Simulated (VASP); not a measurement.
# SiC (Cm) in VASP: a series of runs

SiC is run at these levels: r2SCAN; tasks: single point.

All numbers are computed with VASP 6.6.1; they aren't measurements. Logs are shortened: lines on timing, memory, paths and dates and some standing lists are left out, and cuts for length are marked.

### Step 1. The cell of the first run

The structure is monoclinic, space group Cm (No. 8). The conventional cell has a = 5.328 Å, b = 3.076 Å, c = 10.135 Å, α = 90.00°, β = 95.03°, γ = 90.00°. Si (site symmetry m) has 4 C at 1.87 to 1.94 Å within 2.5 Å. Si (site symmetry m) has 4 C at 1.87 to 1.94 Å within 2.5 Å. Within 2.5 Å of Si (site symmetry m) lie 4 C at 1.87 to 2.14 Å. Si (site symmetry m) has 4 C at 1.87 to 1.94 Å within 2.5 Å. Within 2.5 Å of C (site symmetry m) lie 4 Si at 1.87 to 1.94 Å. C (site symmetry m) has 4 Si at 1.87 to 1.94 Å within 2.5 Å. Within 2.5 Å of C (site symmetry m) lie 4 Si at 1.87 to 2.14 Å. C (site symmetry m) has 4 Si at 1.87 to 1.94 Å within 2.5 Å.

### Step 2. Single point, r2SCAN

Input file POSCAR:

```
SiC
1.0
   -3.0759982064      0.0000000000      0.0000000000
   -1.5379991032     -2.6638925888      0.0000000000
   -0.7691533515     -0.4440708945     10.0960000000
Si C
4 4
Direct
    0.2243532083      0.2243532083      0.6537500000
    0.3077032083      0.3077032083      0.1537500000
    0.5160115417      0.5160115417      0.9037500000
    0.5993615417      0.5993615417      0.4037500000
    0.1922634583      0.1922634583      0.8462500000
    0.2756134583      0.2756134583      0.3462500000
    0.6506217917      0.6506217917      0.0962500000
    0.5672717917      0.5672717917      0.5962500000
```

Input file INCAR.step1:

```
SYSTEM = SiC
ALGO = Normal ; EDIFF = 1E-4
ENCUT = 520 ; GGA = PE
ISMEAR = 0 ; LASPH = .TRUE.
LCHARG = .FALSE. ; LREAL = .FALSE.
LWAVE = .TRUE. ; NBANDS = 26
NELM = 100 ; PREC = Accurate
SIGMA = 0.05
```

Input file INCAR.step2:

```
SYSTEM = SiC
ALGO = Normal ; EDIFF = 1E-6
ENCUT = 520 ; ISIF = 2
ISMEAR = 0 ; ISTART = 1
LASPH = .TRUE. ; LCHARG = .FALSE.
LMIXTAU = .TRUE. ; LREAL = .FALSE.
LWAVE = .FALSE. ; METAGGA = R2SCAN
NBANDS = 26 ; NELM = 100
PREC = Accurate ; SIGMA = 0.05
```

Input file KPOINTS:

```
k-points
0
G
  8 8 3
  0 0 0
```

Potentials or basis: VASP PAW PBE potentials, release 64 (Si, C).

On the command line:

```console
cat potpaw_PBE.64/Si/POTCAR potpaw_PBE.64/C/POTCAR > POTCAR
cp INCAR.step1 INCAR
mpirun -np 1 vasp_std > vasp.out
cp INCAR.step2 INCAR
mpirun -np 1 vasp_std > vasp.out
```

OUTCAR:

```text
SYSTEM = SiC
   EDIFF = 1E-6
   ENCUT = 520
   ISIF = 2
   ISMEAR = 0
   ISTART = 1
   LASPH = .TRUE.
   LREAL = .FALSE.
   METAGGA = R2SCAN
   NELM = 100
   PREC = Accurate

 ion  position               nearest neighbor table
   1  0.224  0.224  0.654-   8 1.87   8 1.87   8 1.87   5 1.94   3 3.09   4 3.09   4 3.09   3 3.09
                             3 3.09   4 3.09
   2  0.308  0.308  0.154-   7 1.87   7 1.87   7 1.87   6 1.94   3 2.68   4 3.09   4 3.09   4 3.09

   3  0.516  0.516  0.904-   5 1.87   5 1.87   5 1.87   7 2.14   2 2.68   1 3.09   1 3.09   1 3.09

   4  0.599  0.599  0.404-   6 1.87   6 1.87   6 1.87   8 1.94   2 3.09   1 3.09   1 3.09   2 3.09
                             2 3.09   1 3.09
   5  0.192  0.192  0.846-   3 1.87   3 1.87   3 1.87   1 1.94
   6  0.276  0.276  0.346-   4 1.87   4 1.87   4 1.87   2 1.94
   7  0.651  0.651  0.096-   2 1.87   2 1.87   2 1.87   3 2.14
   8  0.567  0.567  0.596-   1 1.87   1 1.87   1 1.87   4 1.94

  LATTYP: Found a base centered monoclinic cell.
 ALAT       =     5.3277851775
 B/A-ratio  =     0.5773502692
 C/A-ratio  =     1.9022894404
 COS(beta)  =    -0.0876312492

  Lattice vectors:

 A1 = (   3.0759982064,   0.0000000000,   0.0000000000)
 A2 = (   1.5379991032,   2.6638925888,   0.0000000000)
 A3 = (  -0.7691533515,  -0.4440708945,  10.0960000000)

Analysis of symmetry for initial positions (statically):
=====================================================================
 Subroutine PRICEL returns:
 Original cell was already a primitive cell.

 Routine SETGRP: Setting up the symmetry group for a
 base centered monoclinic supercell.

 Subroutine GETGRP returns: Found  2 space group operations
 (whereof  2 operations were pure point group operations)
 out of a pool of  4 trial point group operations.

The static configuration has the point symmetry C_1h.

Analysis of symmetry for dynamics (positions and initial velocities):
=====================================================================
 Subroutine PRICEL returns:
 Original cell was already a primitive cell.

 Routine SETGRP: Setting up the symmetry group for a
 base centered monoclinic supercell.

 Subroutine GETGRP returns: Found  2 space group operations
 (whereof  2 operations were pure point group operations)
 out of a pool of  4 trial point group operations.

The dynamic configuration has the point symmetry C_1h.

 Subroutine INISYM returns: Found  2 space group operations
 (whereof  2 operations are pure point group operations),
 and found     1 'primitive' translations

----------------------------------------------------------------------------------------

                                     Primitive cell

  volume of cell :      82.7279

  direct lattice vectors                    reciprocal lattice vectors
    -3.075998206  0.000000000  0.000000000    -0.325097719  0.187695255 -0.016511490
    -1.537999103 -2.663892589  0.000000000     0.000000000 -0.375390511 -0.016511490
    -0.769153351 -0.444070894 10.096000000     0.000000000  0.000000000  0.099049128

  length of vectors
     3.075998206  3.075998206 10.134989484     0.375753463  0.375753463  0.099049128

  position of ions in fractional coordinates (direct lattice)
     0.224353208  0.224353208  0.653750000
     0.307703208  0.307703208  0.153750000
     0.516011542  0.516011542  0.903750000
     0.599361542  0.599361542  0.403750000
     0.192263458  0.192263458  0.846250000
     0.275613458  0.275613458  0.346250000
     0.650621792  0.650621792  0.096250000
     0.567271792  0.567271792  0.596250000

  ion indices of the primitive-cell ions
   primitive index   ion index
                 1           1
                 2           2
                 3           3
                 4           4
                 5           5
                 6           6
                 7           7
                 8           8

----------------------------------------------------------------------------------------

 KPOINTS: k-points

Automatic generation of k-mesh.
 Grid dimensions read from file:
 generate k-points for:    8    8    3

 Generating k-lattice:

  Cartesian coordinates                     Fractional coordinates (reciprocal lattice)
    -0.040637215  0.023461907 -0.002063936     0.125000000  0.000000000  0.000000000
     0.000000000 -0.046923814 -0.002063936     0.000000000  0.125000000 -0.000000000
     0.000000000  0.000000000  0.033016376     0.000000000  0.000000000  0.333333333

  Length of vectors
     0.046969183  0.046969183  0.033016376

  Shift w.r.t. Gamma in fractional coordinates (k-lattice)
     0.000000000  0.000000000  0.000000000

 Subroutine IBZKPT returns following result:
 ===========================================

 Found     57 irreducible k-points:

 Following reciprocal coordinates:
            Coordinates               Weight
  0.000000  0.000000  0.000000      1.000000
  0.125000  0.000000  0.000000      4.000000
  0.250000  0.000000  0.000000      4.000000
  0.375000  0.000000  0.000000      4.000000
  0.500000  0.000000  0.000000      2.000000
  0.125000  0.125000  0.000000      2.000000
[... 16 lines left out ...]
  0.125000  0.000000  0.333333      4.000000
  0.250000  0.000000  0.333333      4.000000
 [... further k-points ...]
   k-points           NKPTS =     57   k-points in BZ     NKDIM =     57   number of bands    NBANDS=     26
   number of dos      NEDOS =    301   number of ions     NIONS =      8
   total plane-waves  NPLWV =  46080
   dimension x,y,z NGX =    24 NGY =   24 NGZ =   80
   dimension x,y,z NGXF=    48 NGYF=   48 NGZF=  160
   ions per type =               4   4
   NGX,Y,Z   is equivalent  to a cutoff of  12.97, 12.97, 13.12 a.u.
   NGXF,Y,Z  is equivalent  to a cutoff of  25.94, 25.94, 26.25 a.u.
 SYSTEM =  SiC
   PREC   = accura    normal or accurate (medium, high low for compatibility)
   ISTART =      1    job   : 0-new  1-cont  2-samecut
   ICHARG =      0    charge: 1-file 2-atom 10-const
   ISPIN  =      1    spin polarized calculation?
   LNONCOLLINEAR =      F non collinear calculations
   LSORBIT =      F    spin-orbit coupling
   LASPH  =      T    aspherical Exc in radial PAW
   ENCUT  =  520.0 eV  38.22 Ry    6.18 a.u.   5.72  5.72 18.84*2*pi/ulx,y,z
   NELM   =    100;   NELMIN=  2; NELMDL=  0     # of ELM steps
   EDIFF  = 0.1E-05   stopping-criterion for ELM
   LREAL  =      F    real-space projection
   EDIFFG = 0.1E-04   stopping-criterion for IOM
   NSW    =      0    number of steps for IOM
   IBRION =     -1    ionic relax: 0-MD 1-quasi-New 2-CG
   NFREE  =      0    steps in history (QN), initial steepest desc. (CG)
   ISIF   =      2    stress and relaxation
   ISYM   =      2    0-nonsym 1-usesym 2-fastsym
   POTIM  = 0.5000    time-step for ionic-motion
   TEBEG  =    0.0;   TEEND  =   0.0 temperature during run
   PSTRESS=    0.0 pullay stress
   NELECT =      32.0000    total number of electrons
   NUPDOWN=      -1.0000    fix difference up-down
   EMIN   =  10.00;   EMAX   =-10.00  energy-range for DOS
   EFERMI =   0.00;   METHOD = LEGACY
   ISMEAR =     0;   SIGMA  =   0.05  broadening in eV -4-tet -1-fermi 0-gaus
   EFERMI_NEDOS =   21; number of points for ismear=-14 and -15
   IALGO  =     38    algorithm
   IMIX   =      4    mixing-type and parameters
     AMIX     =   0.40;   BMIX     =  1.00
     AMIX_MAG =   1.60;   BMIX_MAG =  1.00
  volume/ion in A,a.u.               =      10.34        69.78
  Fermi-wavevector in a.u.,A,eV,Ry     =   1.192818  2.254099 19.358564  1.422814
  Thomas-Fermi vector in A             =   2.328847
   LORBIT       =      0    0 simple, 1 ext, 2 COOP (PROOUT), +10 PAW based schemes
   METAGGA = R2SCAN    functional components
   LHFCALC =     F    Hartree Fock is set to
   AEXX    =    0.0000 exact exchange contribution
   IVDW    =     0    specifies the selected vdW correction
   LEPSILON=     F    determine dielectric tensor
   LRPA    =     F    only Hartree local field effects (RPA)
 non-spin polarized calculation
 Gauss-broadening in eV      SIGMA  =   0.05
  energy-cutoff  :      520.00
  volume of cell :       82.73
 maximum number of plane-waves:      2244
   NGX = 11   NGY = 11   NGZ = 37

 number of electron      31.9999999 magnetization

 Free energy of the ion-electron system (eV)
  ---------------------------------------------------
  ext. energy  EPLUGINS =         0.00000000
  ---------------------------------------------------
  free energy    TOTEN  =       -76.08817729 eV

  energy without entropy =      -76.08817729  energy(sigma->0) =      -76.08817729

 E-fermi :   8.8501     XC(G=0): -11.9543

 val. band max:        8.6168274948   @ k =   0.0000   0.0000   0.0000
 cond. band min:       9.9722061047   @ k =   0.5000   0.5000   0.3333
 fundamental gap:      1.3553786099
 Fermi energy:         8.8501125682

 k-point     1 :       0.0000    0.0000    0.0000
  band No.  band energies     occupation
      1      -8.2030      2.00000
      2      -6.9980      2.00000
      3      -6.9442      2.00000
      4      -4.6431      2.00000
      5      -0.6146      2.00000
      6       3.6296      2.00000
[... 18 lines left out ...]
     25      16.1354      0.00000
     26      16.4013      0.00000

 k-point     2 :       0.1250    0.0000    0.0000
  band No.  band energies     occupation
      1      -7.9208      2.00000
      2      -6.7528      2.00000
      3      -6.6432      2.00000
      4      -4.4081      2.00000
      5      -0.3482      2.00000
      6       3.6530      2.00000
[... 18 lines left out ...]
     25      16.2666      0.00000
[... 608 lines left out ...]
     25      16.3997      0.00000
     26      16.6854      0.00000

 k-point    24 :       0.2500    0.0000    0.3333
  band No.  band energies     occupation
      1      -6.9916      2.00000
      2      -6.4861      2.00000
      3      -5.1776      2.00000
      4      -4.1088      2.00000
      5       0.8288      2.00000
      6       1.9836      2.00000
[... 18 lines left out ...]
     25      17.5298      0.00000
     26      17.8138      0.00000

 [... further k-points ...]

------------------------ aborting loop because EDIFF is reached ----------------------------------------

  FORCE on cell =-STRESS in cart. coord.  units (eV):
  Direction    XX          YY          ZZ          XY          YZ          ZX
  --------------------------------------------------------------------------------------
  -------------------------------------------------------------------------------------
  Total       -1.5419398      0.6159912     -0.2135883     -1.8688231      2.2782718      3.9460825
  in kB      -29.8624801     11.9297947     -4.1365282    -36.1931716     44.1228942     76.4230936
  external PRESSURE =      -7.3564045 kB  Pullay stress =       0.0000000 kB

 VOLUME and BASIS-vectors are now :
 -----------------------------------------------------------------------------
  energy-cutoff  :      520.00
  volume of cell :       82.73
      direct lattice vectors                 reciprocal lattice vectors
    -3.075998206  0.000000000  0.000000000    -0.325097719  0.187695255 -0.016511490
    -1.537999103 -2.663892589  0.000000000     0.000000000 -0.375390511 -0.016511490
    -0.769153351 -0.444070894 10.096000000     0.000000000  0.000000000  0.099049128

 POSITION                                       TOTAL-FORCE (eV/Angst)
 -----------------------------------------------------------------------------------
     -1.53800     -0.88796      6.60026        -0.046101     -0.026616      0.629046
     -1.53800     -0.88796      1.55226         0.278526      0.160807      0.974589
     -3.07600     -1.77593      9.12426        -1.871595     -1.080566      0.630811
     -3.07600     -1.77593      4.07626         0.020988      0.012118      0.639639
     -1.53800     -0.88796      8.54374         0.150023      0.086616     -0.840167
     -1.53800     -0.88796      3.49574         0.114188      0.065926     -0.586200
     -3.07600     -1.77593      0.97174         1.343847      0.775870     -0.762751
     -3.07600     -1.77593      6.01974         0.010124      0.005845     -0.684968
 -----------------------------------------------------------------------------------
    total drift:                               -0.000133     -0.000077      0.000192

  FREE ENERGIE OF THE ION-ELECTRON SYSTEM (eV)
  ---------------------------------------------------
  free  energy   TOTEN  =       -76.0881772861 eV

  energy  without entropy=      -76.0881772861  energy(sigma->0) =      -76.08817729
```

Wall time 4 min (1 thread of Intel Xeon 6975P-C, shared host); peak memory 0.26 GiB.

What came out:

- Free energy: -76.0882 eV
- Pressure: -0.7 GPa
- Largest force: 2.251 eV/Å
- Band gap on the k mesh: 1.36 eV, indirect (least direct gap 2.87 eV)

Forces in eV/Å, atoms in the order of the input:
```
Si  -0.046 -0.027  0.629
Si   0.279  0.161  0.975
Si  -1.872 -1.081  0.631
Si   0.021  0.012  0.640
C    0.150  0.087 -0.840
C    0.114  0.066 -0.586
C    1.344  0.776 -0.763
C    0.010  0.006 -0.685
```

Caveat: the PAW data sets were made with another functional, which shifts forces and pressure a little. A k mesh can miss the band edges.

### Step 3. Single point, r2SCAN

This run uses another cell than the first one, of the same volume but with other edges.

Input file POSCAR:

```
SiC
1.0
   -3.0759982064      0.0000000000      0.0000000000
   -1.5379991032     -2.6638925888      0.0000000000
   -2.3069986548     -1.3319462944     10.0960000000
Si C
4 4
Direct
    0.0064583333      0.0064583333      0.6537500000
    0.2564583333      0.2564583333      0.1537500000
    0.2147916667      0.2147916667      0.9037500000
    0.4647916667      0.4647916667      0.4037500000
   -0.0897916667     -0.0897916667      0.8462500000
    0.1602083333      0.1602083333      0.3462500000
    0.6185416667      0.6185416667      0.0962500000
    0.3685416667      0.3685416667      0.5962500000
```

Input file INCAR.step1:

```
SYSTEM = SiC
PREC = Accurate
ENCUT = 520
ISMEAR = 0
SIGMA = 0.05
LREAL = .False.
LASPH = .True.
NELM = 60
NBANDS = 26
GGA = PE
ALGO = Normal
EDIFF = 1E-4
LWAVE = .True.
LCHARG = .False.
```

Input file INCAR.step2:

```
SYSTEM = SiC
PREC = Accurate
ENCUT = 520
EDIFF = 1E-7
ISMEAR = 0
SIGMA = 0.05
LREAL = .False.
LASPH = .True.
NELM = 60
ALGO = Normal
ISIF = 2
LWAVE = .False.
LCHARG = .False.
METAGGA = R2SCAN
LMIXTAU = .True.
NBANDS = 26
ISTART = 1
```

Input file KPOINTS:

```
Automatic mesh
0
Gamma
  8 8 3
  0 0 0
```

Potentials or basis: VASP PAW PBE potentials, release 64 (Si, C).

On the command line:

```console
cat potpaw_PBE.64/Si/POTCAR potpaw_PBE.64/C/POTCAR > POTCAR
cp INCAR.step1 INCAR
mpirun -np 1 vasp_std > vasp.out
cp INCAR.step2 INCAR
mpirun -np 1 vasp_std > vasp.out
```

Run time: 4.6 min. Hardware: 1 thread of Intel Xeon 6975P-C, shared host; peak memory 0.26 GiB.

The run converged. Its results:

* Free energy: -74.9904 eV
* Pressure: -1.0 GPa
* Largest force: 1.522 eV/Å
* Band gap on the k mesh: 0.57 eV, indirect (least direct gap 1.11 eV)

Forces on the atoms (eV/Å):
```
Si  -0.246 -0.142  0.465
Si  -0.385 -0.222  0.827
Si   0.294  0.170  0.542
Si  -0.031 -0.018  0.536
C   -0.649 -0.375 -1.325
C    0.106  0.061 -0.454
C    0.949  0.548  0.041
C   -0.039 -0.022 -0.633
```

Stress tensor (GPa, compression positive):
```
-0.43  4.81  5.34
 4.81 -5.99  3.08
 5.34  3.08  3.56
```

Levels at points of the mesh, in eV from the valence-band top:
```csv
k point,band 12,band 13,band 14,band 15,band 16,band 17,band 18,band 19,band 20,band 21
"(0.00, 0.00, 0.00)",-1.23,-1.05,-0.89,-0.72,-0.01,4.37,5.02,5.82,6.15,6.55
"(0.50, 0.00, 0.00)",-3.58,-3.11,-2.92,-2.25,-0.54,0.57,2.76,3.26,3.69,4.68
"(0.50, 0.50, 0.00)",-3.30,-3.25,-2.87,-2.12,-2.01,1.37,2.99,3.11,4.32,4.81
```

Caveat: the PAW data sets were made with another functional, which shifts forces and pressure a little.
